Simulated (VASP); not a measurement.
# Al in VASP: further runs, part 2 of 2

VASP 6.6.1. The steps go on from the part before.

### Step 3. Relaxation of the atoms, PBEsol

Contents of INCAR:

```
  PREC = Accurate
  ENCUT = 520
  EDIFF = 1E-7
  ISMEAR = 0
  SIGMA = 0.1
  LREAL = False
  LASPH = True
  NELM = 60
  ALGO = Normal
  ISIF = 2
  LWAVE = False
  LCHARG = False
  LDIPOL = True
  IDIPOL = 3
  DIPOL = 0.5 0.5 0.500
  GGA = PS
  IBRION = 2
  NSW = 80
  EDIFFG = -0.02
```

Contents of KPOINTS:

```
regular mesh
0
Gamma
  12 12 1
```

Contents of POSCAR:

```
Al
1.0
    2.8394492336      0.0000000000      0.0000000000
   -1.4197246168      2.4590351690      0.0000000000
    0.0000000000      0.0000000000     26.5920029547
Al
6
Direct
    0.6666666667      0.3333333333      0.2820396799
    0.3333333333      0.6666666667      0.3692238079
    0.0000000000      0.0000000000      0.4564079360
    0.6666666667      0.3333333333      0.5435920640
    0.3333333333      0.6666666667      0.6307761921
    0.0000000000      0.0000000000      0.7179603201
```

Potentials or basis: VASP PAW PBE potentials, release 64 (Al).

On the command line:

```sh
cat potpaw_PBE.64/Al/POTCAR > POTCAR
mpirun -np 1 vasp_std > vasp.out
```

OUTCAR:

```text
PREC = Accurate
   ENCUT = 520
   EDIFF = 1E-7
   ISMEAR = 0
   LREAL = False
   LASPH = True
   NELM = 60
   ISIF = 2
   GGA = PS
   IBRION = 2
   NSW = 80
   EDIFFG = -0.02

 ion  position               nearest neighbor table
   1  0.667  0.333  0.282-   2 2.84   2 2.84   2 2.84
   2  0.333  0.667  0.369-   1 2.84   1 2.84   1 2.84   3 2.84   3 2.84   3 2.84
   3  0.000  0.000  0.456-   4 2.84   4 2.84   4 2.84   2 2.84   2 2.84   2 2.84
   4  0.667  0.333  0.544-   3 2.84   3 2.84   3 2.84   5 2.84   5 2.84   5 2.84
   5  0.333  0.667  0.631-   6 2.84   6 2.84   6 2.84   4 2.84   4 2.84   4 2.84
   6  0.000  0.000  0.718-   5 2.84   5 2.84   5 2.84

  LATTYP: Found a hexagonal cell.
 ALAT       =     2.8394492336
 C/A-ratio  =     9.3651975320

  Lattice vectors:

 A1 = (   2.8394492336,   0.0000000000,   0.0000000000)
 A2 = (  -1.4197246168,   2.4590351690,   0.0000000000)
 A3 = (   0.0000000000,   0.0000000000,  26.5920029547)

Analysis of symmetry for initial positions (statically):
=====================================================================
 Subroutine PRICEL returns:
 Original cell was already a primitive cell.

 Routine SETGRP: Setting up the symmetry group for a
 hexagonal supercell.

 Subroutine GETGRP returns: Found 12 space group operations
 (whereof  6 operations were pure point group operations)
 out of a pool of 24 trial point group operations.

The static configuration has the point symmetry C_3v.
 The point group associated with its full space group is D_3d.

Analysis of symmetry for dynamics (positions and initial velocities):
=====================================================================
 Subroutine PRICEL returns:
 Original cell was already a primitive cell.

 Routine SETGRP: Setting up the symmetry group for a
 hexagonal supercell.

 Subroutine GETGRP returns: Found 12 space group operations
 (whereof  6 operations were pure point group operations)
 out of a pool of 24 trial point group operations.

The dynamic configuration has the point symmetry C_3v.
 The point group associated with its full space group is D_3d.

 Subroutine INISYM returns: Found 12 space group operations
 (whereof  6 operations are pure point group operations),
 and found     1 'primitive' translations

----------------------------------------------------------------------------------------

                                     Primitive cell

  volume of cell :     185.6735

  direct lattice vectors                    reciprocal lattice vectors
     2.839449234  0.000000000  0.000000000     0.352180975  0.203331781  0.000000000
    -1.419724617  2.459035169  0.000000000     0.000000000  0.406663562  0.000000000
     0.000000000  0.000000000 26.592002955     0.000000000  0.000000000  0.037605291

  length of vectors
     2.839449234  2.839449234 26.592002955     0.406663562  0.406663562  0.037605291

  position of ions in fractional coordinates (direct lattice)
     0.666666667  0.333333333  0.282039680
     0.333333333  0.666666667  0.369223808
     0.000000000  0.000000000  0.456407936
     0.666666667  0.333333333  0.543592064
     0.333333333  0.666666667  0.630776192
     0.000000000  0.000000000  0.717960320

  ion indices of the primitive-cell ions
   primitive index   ion index
                 1           1
                 2           2
                 3           3
                 4           4
                 5           5
                 6           6

[... 67 lines left out ...]
   EDIFFG = -.2E-01   stopping-criterion for IOM
   NSW    =     80    number of steps for IOM
   IBRION =      2    ionic relax: 0-MD 1-quasi-New 2-CG
   NFREE  =      1    steps in history (QN), initial steepest desc. (CG)
   ISIF   =      2    stress and relaxation
   ISYM   =      2    0-nonsym 1-usesym 2-fastsym
   POTIM  = 0.5000    time-step for ionic-motion
   TEBEG  =    0.0;   TEEND  =   0.0 temperature during run
   PSTRESS=    0.0 pullay stress
   NELECT =      18.0000    total number of electrons
   NUPDOWN=      -1.0000    fix difference up-down
   EMIN   =  10.00;   EMAX   =-10.00  energy-range for DOS
   EFERMI =   0.00;   METHOD = LEGACY
   ISMEAR =     0;   SIGMA  =   0.10  broadening in eV -4-tet -1-fermi 0-gaus
   EFERMI_NEDOS =   21; number of points for ismear=-14 and -15
   IALGO  =     38    algorithm
   IMIX   =      4    mixing-type and parameters
     AMIX     =   0.40;   BMIX     =  1.00
     AMIX_MAG =   1.60;   BMIX_MAG =  1.00
  volume/ion in A,a.u.               =      30.95       208.83
  Fermi-wavevector in a.u.,A,eV,Ry     =   0.752054  1.421176  7.695254  0.565585
  Thomas-Fermi vector in A             =   1.849177
   LORBIT       =      0    0 simple, 1 ext, 2 COOP (PROOUT), +10 PAW based schemes
   GGA     = PS    functional components
   LHFCALC =     F    Hartree Fock is set to
   AEXX    =    0.0000 exact exchange contribution
   IVDW    =     0    specifies the selected vdW correction
   LEPSILON=     F    determine dielectric tensor
   LRPA    =     F    only Hartree local field effects (RPA)
 conjugate gradient relaxation of ions
 non-spin polarized calculation
 Gauss-broadening in eV      SIGMA  =   0.10
  energy-cutoff  :      520.00
  volume of cell :      185.67
 maximum number of plane-waves:      5033
 NGX is ok and might be reduce to    24
   NGX = 11   NGY = 11   NGZ = 99

 dipolmoment           0.000000      0.000000     -0.000000 electrons x Angstroem

--------------------------------------- Ionic step        1  -------------------------------------------

 number of electron      18.0000000 magnetization

 Free energy of the ion-electron system (eV)
  ---------------------------------------------------
  ext. energy  EPLUGINS =         0.00000000
  ---------------------------------------------------
  free energy    TOTEN  =       -23.73327578 eV

  energy without entropy =      -23.71272857  energy(sigma->0) =      -23.72300218

------------------------ aborting loop because EDIFF is reached ----------------------------------------

  FORCE on cell =-STRESS in cart. coord.  units (eV):
  Direction    XX          YY          ZZ          XY          YZ          ZX
  --------------------------------------------------------------------------------------
  -------------------------------------------------------------------------------------
  Total       -0.8810125     -0.8810125     -0.0471005      0.0000000     -0.0000000      0.0000000
  in kB       -7.6022607     -7.6022607     -0.4064306      0.0000000     -0.0000000      0.0000000
  external PRESSURE =      -5.2036506 kB  Pullay stress =       0.0000000 kB
[... 147 lines left out ...]
--------------------------------------- Ionic step        5  -------------------------------------------

 number of electron      18.0000000 magnetization

 dipolmoment           0.000000      0.000000      0.000000 electrons x Angstroem

 Free energy of the ion-electron system (eV)
  ---------------------------------------------------
  ext. energy  EPLUGINS =         0.00000000
  ---------------------------------------------------
  free energy    TOTEN  =       -23.73595627 eV

  energy without entropy =      -23.71743025  energy(sigma->0) =      -23.72669326

 E-fermi :   2.2981     XC(G=0):  -6.0929

 val. band max:        2.2973364091   @ k =   0.3333   0.1667   0.0000
 cond. band min:       2.3101261739   @ k =   0.2500   0.2500   0.0000
 fundamental gap:      0.0127897648
 Fermi energy:         2.2980871875

 k-point     1 :       0.0000    0.0000    0.0000
  band No.  band energies     occupation
      1      -8.6991      2.00000
      2      -8.1779      2.00000
      3      -7.3418      2.00000
      4      -6.2535      2.00000
      5      -4.8514      2.00000
      6      -3.1277      2.00000
      7      -1.4183      2.00000
      8       0.7034      2.00000
      9       2.7899      0.00000
     10       4.7085      0.00000
     11       5.8920      0.00000
     12       6.8168      0.00000
     13       6.9507      0.00000
[... 276 lines left out ...]
      2      -0.7982      2.00000
      3      -0.7982      2.00000
      4      -0.3625      2.00000
      5      -0.3625      2.00000
      6      -0.2035      2.00000
      7       0.3145      2.00000
      8       0.5280      2.00000
      9       0.5280      2.00000
     10       1.0073      2.00000
     11       1.6944      2.00000
     12       1.6944      2.00000
     13       3.2006      0.00000

------------------------ aborting loop because EDIFF is reached ----------------------------------------

 vacuum level on the upper side and lower side of the slab       (xc-potential included)        -0.156        -0.156

  FORCE on cell =-STRESS in cart. coord.  units (eV):
  Direction    XX          YY          ZZ          XY          YZ          ZX
  --------------------------------------------------------------------------------------
  -------------------------------------------------------------------------------------
  Total       -0.8968773     -0.8968773     -0.1601188      0.0000000      0.0000000      0.0000000
  in kB       -7.7391580     -7.7391580     -1.3816657      0.0000000      0.0000000      0.0000000
  external PRESSURE =      -5.6199939 kB  Pullay stress =       0.0000000 kB
[... 21 lines left out ...]
  FREE ENERGIE OF THE ION-ELECTRON SYSTEM (eV)
  ---------------------------------------------------
  free  energy   TOTEN  =       -23.7359562677 eV

  energy  without entropy=      -23.7174302456  energy(sigma->0) =      -23.72669326

 reached required accuracy - stopping structural energy minimisation

 vacuum level on the upper side and lower side of the slab         6.276         6.276
```

It took 2.8 min on 1 thread of Intel Xeon Platinum 8488C (Sapphire Rapids), shared host; peak memory 0.33 GiB.

What came out:

```
Free energy                  : -23.7360 eV
Energy gained by relaxing    : 0.4 meV/atom
Ionic steps                  : 5
Largest force after relaxing : 0.011 eV/Å
Band gap on the k mesh       : zero (bands 9 and 10 overlap by 3.25 eV)
```

Forces in eV/Å, atoms in the order of the input:
```
Al   0.000  0.000  0.011
Al   0.000  0.000  0.005
Al   0.000  0.000 -0.002
Al   0.000  0.000  0.002
Al   0.000  0.000 -0.005
Al   0.000  0.000 -0.011
```

The path:
| step | energy change (eV) | largest force (eV/Å) | pressure (GPa) |
| --- | --- | --- | --- |
| 1 | 0.0000 | 0.1196 | -0.52 |
| 2 | -0.0015 | 0.0767 | -0.53 |
| 3 | -0.0024 | 0.0361 | -0.55 |
| 4 | -0.0025 | 0.0253 | -0.56 |
| 5 | -0.0027 | 0.0108 | -0.56 |

Final structure:
```
Al
1.0
     2.83945    0.00000    0.00000
    -1.41972    2.45904    0.00000
     0.00000    0.00000   26.59200
Al
6
Direct
  0.66667 0.33333 0.28172
  0.33333 0.66667 0.36994
  0.00000 0.00000 0.45650
  0.66667 0.33333 0.54350
  0.33333 0.66667 0.63006
  0.00000 0.00000 0.71828
```

Levels at points of the mesh, in eV from the Fermi level:
| k point | band 4 | band 5 | band 6 | band 7 | band 8 | band 9 | band 10 | band 11 | band 12 | band 13 |
| --- | --- | --- | --- | --- | --- | --- | --- | --- | --- | --- |
| (0.00, 0.00, 0.00) | -8.55 | -7.15 | -5.43 | -3.72 | -1.59 | 0.49 | 2.41 | 3.59 | 4.52 | 4.65 |
| (0.50, 0.00, 0.00) | -4.48 | -3.79 | -3.67 | -2.94 | -2.41 | -1.30 | -1.01 | 0.48 | 0.53 | 2.01 |

Caveat: the PAW data sets were made with another functional, which shifts forces and pressure a little.
